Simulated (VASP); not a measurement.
# Be16B (a cell with a defect) in VASP: further runs, part 2 of 2

VASP 6.6.1. Earlier steps stand in the parts before.

## (5) Single point, LDA

Input file INCAR:

```
SYSTEM = Be16B
ALGO = Normal
EDIFF = 1E-6
ENCUT = 520
GGA = CA
ISIF = 2
ISMEAR = -1
LASPH = .TRUE.
LCHARG = .FALSE.
LREAL = Auto
LWAVE = .FALSE.
NBANDS = 32
NELM = 80
PREC = Accurate
SIGMA = 0.15
```

Input file KPOINTS:

```
k-points
0
G
  5 6 4
  0 0 0
```

Input file POSCAR:

```
Be16B
1.0
   -2.2900000000     -3.9663960000      0.0000000000
    3.4350000000     -1.9831980000      0.0000000000
    0.0000000000      0.0000000000      7.1768600000
Be B
16 1
Direct
    0.7882073330      0.5320954273     -0.0084053472
    0.5114826617      0.3694347294      0.2571203841
    0.7506749395      0.5199177908      0.5090240021
    0.4914383109      0.4095446090      0.7481760826
    0.5515457240      0.0695917636      0.0330657140
    0.2610633669      0.8634605852      0.2628585482
    0.4335891211     -0.0024471362      0.5545398684
    0.0873591141      0.7261081139      0.7215906399
    0.2865730991      0.5506135071     -0.0070723130
    0.0009556889      0.3418904010      0.2402461522
    0.2344940816      0.4848545697      0.4852363011
    0.0484188522      0.2382180994      0.7331688231
    0.0297966959      0.0093745076     -0.0031675412
    0.7579177002      0.8402773023      0.2525597545
   -0.0420602927      0.0066911003      0.4873289990
    0.7117110955      0.8954536852      0.7714685810
    0.3505418243     -0.0262029760      0.8298331025
```

Potentials or basis: VASP PAW LDA potentials, release 64 (Be, B).

Launch:

```sh
cat potpaw_LDA.64/Be/POTCAR potpaw_LDA.64/B/POTCAR > POTCAR
mpirun -np 1 vasp_std > vasp.out
```

OUTCAR:

```text
SYSTEM = Be16B
   EDIFF = 1E-6
   ENCUT = 520
   GGA = CA
   ISIF = 2
   ISMEAR = -1
   LASPH = .TRUE.
   LREAL = Auto
   NELM = 80
   PREC = Accurate

 ion  position               nearest neighbor table
   1  0.788  0.532  0.992-   5 2.15  16 2.17  10 2.17  13 2.19  14 2.24   4 2.27   9 2.28   9 2.30
                            13 2.35   2 2.38
   2  0.511  0.369  0.257-   5 2.01  11 2.12  14 2.18   3 2.20  10 2.25   6 2.27   9 2.27   6 2.31
                            10 2.34   1 2.38  14 2.38
   3  0.751  0.520  0.509-   4 2.13  15 2.16   2 2.20  11 2.23  14 2.24  15 2.25   8 2.32  10 2.35
                            11 2.37  12 2.39
   4  0.491  0.410  0.748-  17 1.94   9 2.07   3 2.13  12 2.14   7 2.16  16 2.18  11 2.24   8 2.24
                             1 2.27  16 2.28
   5  0.552  0.070  0.033-  17 1.77   2 2.01  14 2.05  16 2.13   1 2.15  13 2.22   6 2.27   9 2.28
[... 10 lines left out ...]
                             2 2.34   3 2.35   9 2.36
  11  0.234  0.485  0.485-   8 2.06   2 2.12  10 2.13   7 2.19   6 2.19  12 2.20   3 2.23   4 2.24
                            15 2.28   7 2.28   3 2.37
  12  0.048  0.238  0.733-  17 1.87   8 1.95  15 2.03   8 2.04  16 2.07  13 2.10   4 2.14  11 2.20
                             7 2.38   3 2.39
  13  0.030  0.009  0.997-  17 1.90  12 2.10   9 2.17  10 2.19   1 2.19   5 2.22  16 2.22   6 2.26
                             8 2.29  14 2.32   1 2.35
  14  0.758  0.840  0.253-  15 2.03   5 2.05   2 2.18   3 2.24   1 2.24  10 2.27   6 2.28  10 2.28
                             6 2.31  13 2.32   2 2.38
  15  0.958  0.007  0.487-  14 2.03  12 2.03   8 2.10   3 2.16   6 2.20  10 2.23   7 2.23   3 2.25
                            11 2.28  16 2.37
  16  0.712  0.895  0.771-  17 1.73   8 1.88   7 2.05  12 2.07   5 2.13   1 2.17   4 2.18  13 2.22
                             4 2.28  15 2.37
  17  0.351  0.974  0.830-  16 1.73   8 1.74   5 1.77  12 1.87  13 1.90   4 1.94   7 2.01   9 2.07

  LATTYP: Found a simple orthorhombic cell.
 ALAT       =     3.9663962620
 B/A-ratio  =     1.1547004875
 C/A-ratio  =     1.8094157835

  Lattice vectors:

 A1 = (  -3.4350000000,   1.9831980000,   0.0000000000)
 A2 = (  -2.2900000000,  -3.9663960000,   0.0000000000)
 A3 = (   0.0000000000,   0.0000000000,   7.1768600000)

Analysis of symmetry for initial positions (statically):
=====================================================================
 Subroutine PRICEL returns:
 Original cell was already a primitive cell.

 Routine SETGRP: Setting up the symmetry group for a
 simple orthorhombic supercell.

 Subroutine GETGRP returns: Found  1 space group operations
 (whereof  1 operations were pure point group operations)
 out of a pool of  8 trial point group operations.

The static configuration has the point symmetry C_1 .

Analysis of symmetry for dynamics (positions and initial velocities):
=====================================================================
 Subroutine PRICEL returns:
 Original cell was already a primitive cell.

 Routine SETGRP: Setting up the symmetry group for a
 simple orthorhombic supercell.

 Subroutine GETGRP returns: Found  1 space group operations
 (whereof  1 operations were pure point group operations)
 out of a pool of  8 trial point group operations.

The dynamic configuration has the point symmetry C_1 .

 Subroutine INISYM returns: Found  1 space group operations
 (whereof  1 operations are pure point group operations),
 and found     1 'primitive' translations

----------------------------------------------------------------------------------------

                                     Primitive cell
[... 105 lines left out ...]
   total plane-waves  NPLWV =  58320
   dimension x,y,z NGX =    36 NGY =   30 NGZ =   54
   dimension x,y,z NGXF=    72 NGYF=   60 NGZF=  108
   ions per type =              16   1
   NGX,Y,Z   is equivalent  to a cutoff of  13.07, 12.57, 12.51 a.u.
   NGXF,Y,Z  is equivalent  to a cutoff of  26.13, 25.15, 25.02 a.u.
 SYSTEM =  Be16B
   PREC   = accura    normal or accurate (medium, high low for compatibility)
   ISTART =      0    job   : 0-new  1-cont  2-samecut
   ICHARG =      2    charge: 1-file 2-atom 10-const
   ISPIN  =      1    spin polarized calculation?
   LNONCOLLINEAR =      F non collinear calculations
   LSORBIT =      F    spin-orbit coupling
   LASPH  =      T    aspherical Exc in radial PAW
   ENCUT  =  520.0 eV  38.22 Ry    6.18 a.u.   8.52  7.37 13.34*2*pi/ulx,y,z
   NELM   =     80;   NELMIN=  2; NELMDL= -5     # of ELM steps
   EDIFF  = 0.1E-05   stopping-criterion for ELM
   LREAL  =      T    real-space projection
   EDIFFG = 0.1E-04   stopping-criterion for IOM
   NSW    =      0    number of steps for IOM
   IBRION =     -1    ionic relax: 0-MD 1-quasi-New 2-CG
   NFREE  =      0    steps in history (QN), initial steepest desc. (CG)
   ISIF   =      2    stress and relaxation
   ISYM   =      2    0-nonsym 1-usesym 2-fastsym
   POTIM  = 0.5000    time-step for ionic-motion
   TEBEG  =    0.0;   TEEND  =   0.0 temperature during run
   PSTRESS=    0.0 pullay stress
   NELECT =      35.0000    total number of electrons
   NUPDOWN=      -1.0000    fix difference up-down
   EMIN   =  10.00;   EMAX   =-10.00  energy-range for DOS
   EFERMI =   0.00;   METHOD = LEGACY
   ISMEAR =    -1;   SIGMA  =   0.15  broadening in eV -4-tet -1-fermi 0-gaus
   EFERMI_NEDOS =   21; number of points for ismear=-14 and -15
   IALGO  =     38    algorithm
   IMIX   =      4    mixing-type and parameters
     AMIX     =   0.40;   BMIX     =  1.00
     AMIX_MAG =   1.60;   BMIX_MAG =  1.00
  volume/ion in A,a.u.               =       7.67        51.75
  Fermi-wavevector in a.u.,A,eV,Ry     =   1.056085  1.995711 15.174786  1.115315
  Thomas-Fermi vector in A             =   2.191307
   LORBIT       =      0    0 simple, 1 ext, 2 COOP (PROOUT), +10 PAW based schemes
   GGA     = CA    functional components
   LHFCALC =     F    Hartree Fock is set to
   AEXX    =    0.0000 exact exchange contribution
   IVDW    =     0    specifies the selected vdW correction
   LEPSILON=     F    determine dielectric tensor
   LRPA    =     F    only Hartree local field effects (RPA)
 non-spin polarized calculation
  energy-cutoff  :      520.00
  volume of cell :      130.38
 maximum number of plane-waves:      3532
 NGX is ok and might be reduce to    36
   NGX = 17   NGY = 15   NGZ = 27

 number of electron      35.0000000 magnetization

 Free energy of the ion-electron system (eV)
  ---------------------------------------------------
  ext. energy  EPLUGINS =         0.00000000
  ---------------------------------------------------
  free energy    TOTEN  =       -71.51246322 eV

  energy without entropy =      -71.32914437  energy(sigma->0) =      -71.42080380

 E-fermi :   7.0976     XC(G=0): -10.7480

 val. band max:        7.0920672084   @ k =   0.2000   0.0000  -0.2500
 cond. band min:       7.0991699869   @ k =  -0.2000   0.1667   0.0000
 fundamental gap:      0.0071027785
 Fermi energy:         7.0976499433

 k-point     1 :       0.0000    0.0000    0.0000
  band No.  band energies     occupation
      1      -5.1374      2.00000
      2      -2.7554      2.00000
      3      -2.3926      2.00000
      4       0.1358      2.00000
      5       0.2692      2.00000
      6       1.2293      2.00000
[... 757 lines left out ...]
     28      11.7185      0.00000
     29      12.4007      0.00000

 [... further k-points ...]

 [bands above 29 left out]

------------------------ aborting loop because EDIFF is reached ----------------------------------------

  FORCE on cell =-STRESS in cart. coord.  units (eV):
  Direction    XX          YY          ZZ          XY          YZ          ZX
  --------------------------------------------------------------------------------------
  -------------------------------------------------------------------------------------
  Total        1.0384923      5.0029788      1.9853488      1.2556758     -9.2888265      1.1633787
  in kB       12.7619735     61.4813248     24.3978397     15.4309294   -114.1498664     14.2966956
  external PRESSURE =      32.8803794 kB  Pullay stress =       0.0000000 kB

 VOLUME and BASIS-vectors are now :
 -----------------------------------------------------------------------------
  energy-cutoff  :      520.00
  volume of cell :      130.38
      direct lattice vectors                 reciprocal lattice vectors
    -2.290000000 -3.966396000  0.000000000    -0.109170306 -0.189088533  0.000000000
     3.435000000 -1.983198000  0.000000000     0.218340611 -0.126059022  0.000000000
     0.000000000  0.000000000  7.176860000     0.000000000  0.000000000  0.139336702

 POSITION                                       TOTAL-FORCE (eV/Angst)
 -----------------------------------------------------------------------------------
      0.02275     -4.18159      7.11654        -0.007812      0.008300      0.008093
      0.09771     -2.76140      1.84532         0.002698     -0.000049      0.002085
      0.06687     -4.00857      3.65319         0.000385      0.005236     -0.007891
      0.28139     -2.76145      5.36956        -0.005113      0.002137     -0.004549
     -1.02399     -2.32566      0.23731         0.005765     -0.006080      0.016154
      2.36815     -2.74789      1.88650        -0.002433     -0.001946      0.013986
[... 9 lines left out ...]
      1.44606     -4.59879      5.53672        -0.011889      0.004460     -0.015699
      2.54225     -3.32162      5.95560        -0.007681     -0.009456      0.004882
 -----------------------------------------------------------------------------------
    total drift:                               -0.000693     -0.001523      0.001045

  FREE ENERGIE OF THE ION-ELECTRON SYSTEM (eV)
  ---------------------------------------------------
  free  energy   TOTEN  =       -71.5124632196 eV

  energy  without entropy=      -71.3291443713  energy(sigma->0) =      -71.42080380
```

Run time: 4.4 min. Hardware: 1 thread of Oxide Virtual Turin-like, shared host; peak memory 0.26 GiB.

Results:

```
Free energy            : -71.5125 eV
Pressure               : 3.3 GPa
Largest force          : 0.023 eV/Å
Band gap on the k mesh : zero (an odd number of electrons rules out a gap without spin polarisation)
```

Forces in eV/Å, atoms in the order of the input:
```
Be  -0.008  0.008  0.008
Be   0.003  0.000  0.002
Be   0.000  0.005 -0.008
Be  -0.005  0.002 -0.005
Be   0.006 -0.006  0.016
Be  -0.002 -0.002  0.014
Be   0.007  0.001 -0.011
Be   0.004  0.002 -0.010
Be   0.007  0.002 -0.008
Be  -0.003 -0.002 -0.001
Be   0.004 -0.007 -0.013
Be   0.001 -0.001 -0.007
Be   0.009  0.009  0.019
Be   0.003 -0.006  0.015
Be  -0.007  0.000 -0.001
Be  -0.012  0.004 -0.016
B   -0.008 -0.009  0.005
```

Levels at points of the mesh, in eV from the Fermi level:
```csv
k point,band 13,band 14,band 15,band 16,band 17,band 18,band 19,band 20,band 21,band 22
"(0.00, 0.00, 0.00)",-3.92,-3.52,-2.18,-1.18,-0.49,0.44,0.76,1.05,1.59,1.84
"(0.00, 0.50, 0.00)",-3.57,-3.26,-2.99,-2.64,-2.15,-0.02,0.26,0.71,1.03,1.31
"(0.00, 0.00, 0.50)",-2.87,-2.77,-1.90,-1.55,-1.25,0.06,1.07,1.39,1.67,1.96
"(0.00, 0.50, 0.50)",-4.29,-4.05,-3.30,-3.14,-1.72,0.73,1.01,1.35,1.99,2.24
```

## (6) The runs side by side

```tsv
cell	gap on the mesh (eV)	pressure (GPa)	largest force (eV/Å)
as given, atomic positions A	none	3.3	0.29
as given, atomic positions B	none	3.5	0.88
as given, atomic positions C	none	3.5	0.86
as given, atomic positions D	none	3.3	0.02
```

Alike in all rows: task single point; level LDA; potentials or basis VASP PAW LDA potentials, release 64 (Be, B); no spin polarisation; k mesh 5 × 6 × 4; cutoff (eV) 520; smearing fermi-dirac 0.15 eV.

Total energies depend on the potentials used, so only differences within one code and one set of settings carry meaning.

The gap in the log of VASP goes by the Fermi energy; the results here count the filled bands.